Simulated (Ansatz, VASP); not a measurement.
## Two plane-wave programs on Au

File POSCAR:

```
Au
1.0
    1.4199310067     -2.5507036531      0.0000000000
    1.4199310067      2.5507036531      0.0000000000
    0.0000000000      0.0000000000      4.8568390303
Au
2
Direct
    0.6641465040      0.3358534960      0.2500000000
    0.3358534960      0.6641465040      0.7500000000
```

INCAR.step1

```
PREC = Accurate
ENCUT = 520
ISMEAR = 0
SIGMA = 0.15
LREAL = F
LASPH = T
NELM = 80
NBANDS = 18
GGA = PE
ALGO = Normal
EDIFF = 1E-4
LWAVE = T
LCHARG = F
```

The input INCAR.step2:

```
PREC = Accurate
ENCUT = 520
EDIFF = 1E-6
ISMEAR = 0
SIGMA = 0.15
LREAL = F
LASPH = T
NELM = 80
ALGO = Normal
ISIF = 2
LWAVE = F
LCHARG = F
METAGGA = R2SCAN
LMIXTAU = T
NBANDS = 18
ISTART = 1
```

File KPOINTS:

```
Automatic mesh
0
Gamma
  14 14 8
```

Input for Ansatz:

```yaml
crystal:
  lattice:
    - [1.4199310067, -2.5507036531, 0.0]
    - [1.4199310067, 2.5507036531, 0.0]
    - [0.0, 0.0, 4.8568390303]
  atoms:
    - { symbol: Au, position: [0.664146504, 0.335853496, 0.25] }
    - { symbol: Au, position: [0.335853496, 0.664146504, 0.75] }
basis:
  ecutwfc: 500
kpoints:
  mp_grid: { grid: [14, 14, 8] }
hamiltonian:
  xc: r2scan
scf:
  occupations: { method: gaussian, width: 0.15 }
output:
  forces: true
  stress: true
  eigenvalues: true
  write_density: true
  write_potential: true
  elf: true
  volumetric_format: npy
```

Alike in both runs: task single point; functional r2SCAN; k mesh 14 × 14 × 8; occupations gaussian, width 0.15 eV; no spin polarisation.

|  | VASP | Ansatz |
| --- | --- | --- |
| version | VASP 6.6.1 | Ansatz 0.2.0 |
| potentials or method | VASP PAW PBE potentials, release 64 (Au), cutoff 520 eV | scalar-relativistic, plane waves, PAW |
| valence electrons in the cell | 22 | 38 |

```tsv
	VASP	Ansatz	Ansatz less VASP
gap on the k mesh at the Fermi level (eV)	none	none	-
pressure (GPa)	0.3	0.0	-0.26
traceless stress, the component that is largest in VASP (GPa)	0.05	0.06	+0.017
rms of the force components (eV/Å)	0.003	0.003	-0.0002
```

VASP's potentials were made for PBE, not for r2SCAN. Atom by atom the forces differ by 0.000 eV/Å (rms over components). A gap of «none» marks a metal or a gap that the smearing closes. With one functional, cell and mesh, what is left measures potentials, basis and numerics. VASP's potentials hold 22 valence electrons a cell and Ansatz's 38, so a difference there can come from the potentials and not from the codes.

Neither program's run includes spin-orbit coupling.
